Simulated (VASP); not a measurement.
Runs of VASP 6.6.1 on Ni. It takes space group Fm-3m (No. 225, cubic). Conventional cell: a = 3.519 Å, b = 3.519 Å, c = 3.519 Å, α = 90.00°, β = 90.00°, γ = 90.00°. Within 3.3 Å of Ni (site symmetry m-3m) lie 12 Ni at 2.49 Å. 

```tsv
spin	fixed moment (μB)	pressure (GPa)	moment (μB)
collinear, ferromagnetic start	1.88	22.1	1.88
collinear, ferromagnetic start	0.47	(b)	0.47
collinear, zero start	0.0	(a)	0.00
collinear, ferromagnetic start	1.17	5.8	1.17
collinear, ferromagnetic start	1.41	10.1	1.41
```

Alike in all rows: task single point; level PBE; potentials or basis VASP PAW PBE potentials, release 64 (Ni); cell as given; k mesh 14 × 14 × 14; cutoff (eV) 520; smearing fermi-dirac 0.1 eV.

Estimate the missing entries.

(a) -0.8; (b) -0.3.

Caveats: the total moment is fixed, so each spin has its own Fermi level.
